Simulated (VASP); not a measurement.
# ZnCd3O (P4mm) in VASP: notebook, part 2 of 2

VASP 6.6.1.

## Step 3: Single point, PBE

This run uses another cell than the first one, of 20.25 Å³/atom, 1.068 times its volume.

INCAR reads:

```
SYSTEM = ZnCd3O
ALGO = Normal
EDIFF = 1E-7
ENCUT = 520
GGA = PE
ISIF = 2
ISMEAR = 0
LASPH = .TRUE.
LCHARG = .FALSE.
LREAL = .FALSE.
LWAVE = .FALSE.
NBANDS = 35
NELM = 80
PREC = Accurate
SIGMA = 0.1
```

KPOINTS reads:

```
k-points
0
G
  4 4 4
  0 0 0
```

POSCAR reads:

```
ZnCd3O
1.0
    4.2935713651      0.0000000000      0.0000000000
    0.0000000000      4.2935713651      0.0000000000
    0.0000000000      0.0000000000      5.4933832238
Zn Cd O
1 3 1
Direct
    0.5000000000      0.5000000000      0.5554944433
    0.5000000000      0.0000000000      0.2027852460
    0.0000000000      0.5000000000      0.2027852460
    0.0000000000      0.0000000000      0.6244219114
    0.0000000000      0.0000000000      1.0227151734
```

Potentials or basis: VASP PAW PBE potentials, release 64 (Zn, Cd, O).

Run with:

```
$ cat potpaw_PBE.64/Zn/POTCAR potpaw_PBE.64/Cd/POTCAR potpaw_PBE.64/O/POTCAR > POTCAR
$ mpirun -np 1 vasp_std > vasp.out
```

Wall time 34 s (1 thread of Intel Xeon 6975P-C (Granite Rapids), shared host); peak memory 0.22 GiB.

The run converged. Its results:

- Free energy: -9.0286 eV
- Pressure: 0.6 GPa
- Largest force: 0.068 eV/Å
- Band gap on the k mesh: zero (band 27 reaches 3.53 eV, above the bottom of band 28 at 0.67 eV)

Forces on the atoms (eV/Å):
```
Zn   0.000  0.000  0.018
Cd   0.000  0.000  0.015
Cd   0.000  0.000  0.015
Cd   0.000  0.000 -0.068
O    0.000  0.000  0.020
```

Stress tensor (GPa, compression positive):
```
0.55 0.00 0.00
0.00 0.55 0.00
0.00 0.00 0.66
```

Levels at points of the mesh, in eV from the Fermi level:
| k point | band 24 | band 25 | band 26 | band 27 | band 28 | band 29 | band 30 | band 31 |
| --- | --- | --- | --- | --- | --- | --- | --- | --- |
| (0.00, 0.00, 0.00) | -3.56 | -3.56 | -0.23 | 0.70 | 1.75 | 1.75 | 2.41 | 2.49 |
| (0.50, 0.00, 0.00) | -3.76 | -3.12 | -2.79 | 0.39 | 1.75 | 2.89 | 3.18 | 3.81 |
| (0.50, 0.50, 0.00) | -4.10 | -3.39 | -1.42 | -1.19 | -1.19 | 1.53 | 3.36 | 3.36 |
| (0.00, 0.00, 0.50) | -3.27 | -3.20 | -2.25 | 1.56 | 1.56 | 2.75 | 2.80 | 4.43 |
| (0.50, 0.00, 0.50) | -4.05 | -2.95 | -1.59 | -0.40 | -0.04 | 3.67 | 4.43 | 4.56 |
| (0.50, 0.50, 0.50) | -4.11 | -2.96 | -2.10 | -2.10 | -0.33 | 0.27 | 2.56 | 2.56 |

Caveat: the k points lie up to 0.37 Å⁻¹ apart.

## Step 4: Relaxation of cell and atoms, PBE

INCAR reads:

```
SYSTEM = ZnCd3O
  ALGO = Normal
  EDIFF = 1E-6
  EDIFFG = -0.04
  ENCUT = 600
  GGA = PE
  IBRION = 2
  ISIF = 3
  ISMEAR = 0
  LASPH = .True.
  LCHARG = .False.
  LREAL = .False.
  LWAVE = .False.
  NELM = 80
  NSW = 90
  PREC = Accurate
  SIGMA = 0.1
```

KPOINTS reads:

```
k-points
0
Gamma
  4 4 4
  0 0 0
```

POSCAR reads:

```
ZnCd3O
1.0
    4.1606755500      0.0000000000      0.0000000000
    0.0000000000      4.1606755500      0.0000000000
    0.0000000000      0.0000000000      5.4778319000
Zn Cd O
1 3 1
Direct
    0.5000000000      0.5000000000      0.6952151100
    0.5000000000      0.0000000000      0.1952777100
    0.0000000000      0.5000000000      0.1952777100
    0.0000000000      0.0000000000      0.5491080900
    0.0000000000      0.0000000000      0.9733234000
```

Run with:

```
$ cat potpaw_PBE.64/Zn/POTCAR potpaw_PBE.64/Cd/POTCAR potpaw_PBE.64/O/POTCAR > POTCAR
$ mpirun -np 1 vasp_std > vasp.out
```

Wall time 9.8 min (1 thread of Intel Xeon 6975P-C (Granite Rapids), shared host); peak memory 0.28 GiB.

It converged, with:

```yaml
Free_energy: -9.0246 eV
Relaxed_volume: 20.38 Å³/atom
Relaxed_cell: a = 4.306 Å, b = 4.306 Å, c = 5.494 Å, α = 90.00°, β = 90.00°, γ = 90.00°
Space_group_after_relaxing_to_0.05_Å: P4mm (No. 99)
Energy_gained_by_relaxing: 92.3 meV/atom
Ionic_steps: 32
Pressure_after_relaxing: 0.0 GPa
Largest_force_after_relaxing: 0.038 eV/Å
Band_gap_on_the_k_mesh: zero (band 27 reaches 3.47 eV, above the bottom of band 28 at 0.63 eV)
```

Forces in eV/Å, atoms in the order of the input:
```
Zn   0.000  0.000 -0.026
Cd   0.000  0.000 -0.017
Cd   0.000  0.000 -0.017
Cd   0.000  0.000  0.022
O    0.000  0.000  0.038
```

Stress tensor (GPa, compression positive):
```
-0.06  0.00  0.00
 0.00 -0.06  0.00
 0.00  0.00  0.05
```

The path:
```csv
step,energy change (eV),largest force (eV/Å),pressure (GPa),volume (Å³)
1,0.0000,1.8584,2.59,94.83
2,-0.2306,0.6704,-0.34,99.07
3,-0.2535,0.5377,-1.14,101.11
4,-0.2537,0.4891,-1.07,100.90
5,-0.2827,0.5386,-0.10,99.23
6,-0.2920,0.6058,1.05,97.49
7,-0.3102,0.2975,0.89,97.60
8,-0.3202,0.2913,0.70,97.80
9,-0.3306,0.2903,0.07,98.87
10,-0.3366,0.2721,-1.04,101.03
11,-0.3453,0.2521,-0.83,100.79
12,-0.3531,0.3079,-0.34,100.17
13,-0.3652,0.1776,-0.05,99.56
14,-0.3782,0.1042,0.60,98.24
15,-0.3786,0.1462,0.78,97.95
16,-0.3877,0.2220,0.25,98.81
17,-0.3957,0.3562,-0.63,100.50
18,-0.4049,0.2694,-0.54,100.52
19,-0.4265,0.1252,-0.22,100.53
20,-0.4247,0.7560,0.78,100.47
21,-0.4343,0.3543,0.19,100.52
22,-0.4399,0.3388,0.24,100.63
23,-0.4492,0.3047,0.41,100.95
24,-0.4496,0.2954,0.49,101.03
25,-0.4543,0.1578,0.14,101.54
26,-0.4563,0.0977,-0.28,102.22
27,-0.4581,0.0813,-0.16,102.04
28,-0.4605,0.0724,0.07,101.63
29,-0.4607,0.0898,0.20,101.44
30,-0.4616,0.0408,0.04,101.77
31,-0.4616,0.0473,-0.04,101.95
32,-0.4616,0.0378,-0.02,101.89
```

Final structure:
```xyz
5
Lattice="4.3063 0.0000 0.0000 0.0000 4.3063 0.0000 0.0000 0.0000 5.4945" Properties=species:S:1:pos:R:3 pbc="T T T"
Zn    2.1531    2.1531    3.0744
Cd    2.1531    0.0000    1.1153
Cd    0.0000    2.1531    1.1153
Cd    0.0000    0.0000    3.4155
O     0.0000    0.0000    0.1158
```

Levels at points of the mesh, in eV from the Fermi level:
| k point | band 23 | band 24 | band 25 | band 26 | band 27 | band 28 | band 29 | band 30 | band 31 | band 32 |
| --- | --- | --- | --- | --- | --- | --- | --- | --- | --- | --- |
| (0.00, 0.00, 0.00) | -4.04 | -3.52 | -3.52 | -0.21 | 0.69 | 1.74 | 1.74 | 2.37 | 2.44 | 5.87 |
| (0.50, 0.00, 0.00) | -4.49 | -3.74 | -3.09 | -2.77 | 0.40 | 1.74 | 2.87 | 3.17 | 3.81 | 4.40 |
| (0.50, 0.50, 0.00) | -4.52 | -4.06 | -3.37 | -1.45 | -1.19 | -1.19 | 1.52 | 3.33 | 3.33 | 4.10 |
| (0.00, 0.00, 0.50) | -3.23 | -3.23 | -3.20 | -2.23 | 1.55 | 1.55 | 2.70 | 2.75 | 4.46 | 4.83 |
| (0.50, 0.00, 0.50) | -5.31 | -4.04 | -2.92 | -1.57 | -0.41 | -0.04 | 3.67 | 4.38 | 4.51 | 5.40 |
| (0.50, 0.50, 0.50) | -4.07 | -4.07 | -2.92 | -2.09 | -2.09 | -0.36 | 0.27 | 2.53 | 2.53 | 3.32 |

Caveat: the k points lie up to 0.36 Å⁻¹ apart in the final cell.

## Step 5: Single point, PBE

This run uses another cell than the first one, of 20.98 Å³/atom, 1.106 times its volume.

INCAR reads:

```
SYSTEM = ZnCd3O
PREC     = Accurate       ! precision mode
ENCUT    = 520            ! plane-wave cutoff, eV
EDIFF    = 1E-7           ! SCF threshold, eV
ISMEAR   = 0              ! smearing method
SIGMA    = 0.1            ! smearing width, eV
LREAL    = .False.        ! projectors in reciprocal space
LASPH    = .True.         ! aspherical terms in the spheres
NELM     = 60             ! most SCF steps
ALGO     = Normal         ! electronic algorithm
ISIF     = 2              ! what is computed and relaxed
LWAVE    = .False.        ! write WAVECAR
LCHARG   = .False.        ! write CHGCAR
GGA      = PE             ! functional
NBANDS   = 35             ! bands
```

KPOINTS reads:

```
Automatic mesh
0
Gamma
  10 10 8
  0 0 0
```

POSCAR reads:

```
ZnCd3O
1.0
    4.0777497086      0.0000000000      0.0000000000
    0.0000000000      4.0777497086      0.0000000000
    0.0000000000      0.0000000000      6.3092952088
Zn Cd O
1 3 1
Direct
    0.5000000000      0.5000000000      0.5403176731
    0.5000000000      0.0000000000      0.1986647758
    0.0000000000      0.5000000000      0.1986647758
    0.0000000000      0.0000000000      0.6595877761
    0.0000000000      0.0000000000      0.0109670193
```

Run with:

```
$ cat potpaw_PBE.64/Zn/POTCAR potpaw_PBE.64/Cd/POTCAR potpaw_PBE.64/O/POTCAR > POTCAR
$ mpirun -np 1 vasp_std > vasp.out
```

Wall time 2.3 min (1 thread of Intel Xeon 6975P-C (Granite Rapids), shared host); peak memory 0.44 GiB.

It converged, with:

| Property | Result |
| --- | --- |
| Free energy | -9.0519 eV |
| Pressure | 0.5 GPa |
| Largest force | 0.070 eV/Å |
| Band gap on the k mesh | zero (band 27 reaches 3.82 eV, above the bottom of band 28 at 0.69 eV) |

Forces on the atoms (eV/Å):
```
Zn   0.000  0.000  0.009
Cd   0.000  0.000  0.033
Cd   0.000  0.000  0.033
Cd   0.000  0.000 -0.070
O    0.000  0.000 -0.006
```

Levels at points of the mesh, in eV from the Fermi level:
| k point | band 23 | band 24 | band 25 | band 26 | band 27 | band 28 | band 29 | band 30 | band 31 | band 32 |
| --- | --- | --- | --- | --- | --- | --- | --- | --- | --- | --- |
| (0.00, 0.00, 0.00) | -4.69 | -3.14 | -3.14 | -0.79 | 0.16 | 2.41 | 2.41 | 3.44 | 3.76 | 5.25 |
| (0.50, 0.00, 0.00) | -4.42 | -3.76 | -3.05 | -2.74 | -0.68 | 1.23 | 2.95 | 3.25 | 4.22 | 5.66 |
| (0.50, 0.50, 0.00) | -4.18 | -4.12 | -3.02 | -1.12 | -1.12 | -0.94 | 0.85 | 2.27 | 2.27 | 4.02 |
| (0.00, 0.00, 0.50) | -3.56 | -3.02 | -3.02 | -2.72 | 2.16 | 2.16 | 2.60 | 3.70 | 3.93 | 5.23 |
| (0.50, 0.00, 0.50) | -5.13 | -4.02 | -2.69 | -1.89 | -0.87 | -0.25 | 4.43 | 4.67 | 5.38 | 5.44 |
| (0.50, 0.50, 0.50) | -4.01 | -4.01 | -2.86 | -1.69 | -1.69 | -0.01 | 0.15 | 2.43 | 2.43 | 2.55 |

## Step 6: The runs side by side

| task | cell | k mesh | cutoff (eV) | gap on the mesh (eV) | pressure (GPa) | largest force (eV/Å) |
| --- | --- | --- | --- | --- | --- | --- |
| single point | a = 4.161, b = 4.161, c = 5.478 Å, 5 atoms | 4 × 4 × 4 | 520 | none | 2.7 | 1.86 |
| single point | a = 4.294, b = 4.294, c = 5.493 Å, 5 atoms | 4 × 4 × 4 | 520 | none | 0.6 | 0.07 |
| relaxation of cell and atoms | relaxed from a = 4.161, b = 4.161, c = 5.478 Å, 5 atoms | 4 × 4 × 4 | 600 | none | 0.0 | 0.04 |
| single point | a = 4.078, b = 4.078, c = 6.309 Å, 5 atoms | 10 × 10 × 8 | 520 | none | 0.5 | 0.07 |

Alike in all rows: level PBE; potentials or basis VASP PAW PBE potentials, release 64 (Zn, Cd, O); no spin polarisation; smearing gaussian 0.1 eV.

Caveats: some runs use coarse meshes; forces of over 1 eV/Å act on the atoms, so gaps and moduli don't describe the material at rest (some runs).

Absolute energies hang on the potentials; compare differences alone.
